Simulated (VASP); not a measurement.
Input of a VASP 6.6.1 run:

File INCAR:

```
  PREC = Accurate
  ENCUT = 520
  EDIFF = 1E-6
  ISMEAR = -1
  SIGMA = 0.02
  LREAL = False
  LASPH = True
  NELM = 80
  ALGO = Normal
  ISIF = 2
  LWAVE = False
  LCHARG = False
  GGA = PE
  NBANDS = 46
```

KPOINTS

```
Automatic mesh
0
Gamma
  4 6 4
```

POSCAR

```
Ga4Sb3As
1.0
    6.9924446886      0.0000000000     -0.0014724550
    0.0000000000      4.2464864806      0.0000000000
   -0.0015682479      0.0000000000      7.3467846877
As Sb Ga
1 3 4
Direct
   -0.0016610747      0.0000000000      0.3318579726
    0.0027150640      0.5000000000      0.8334057799
    0.4983951799      0.5000000000      0.1730542267
    0.5030238267      0.0000000000      0.6619918271
    0.3536518390      0.0000000000      0.3338726051
    0.3805935275      0.5000000000      0.8347264955
    0.8810474815      0.5000000000      0.1798527295
    0.8822341560      0.0000000000      0.6512383636
```

Potentials or basis: VASP PAW PBE potentials, release 64 (As, Sb, Ga_d).

Command:

```sh
$ cat potpaw_PBE.64/As/POTCAR potpaw_PBE.64/Sb/POTCAR potpaw_PBE.64/Ga_d/POTCAR > POTCAR
$ mpirun -np 1 vasp_std > vasp.out
```

(1) Estimate the pressure.

(2) Estimate the largest force.

(3) What does it give for the band gap on the k mesh?

## Answers

(1) 2.1 GPa.

(2) 0.045 eV/Å.

(3) 0.08 eV.

Caveat: spin-orbit coupling is left out, which moves the levels of the heavy elements.
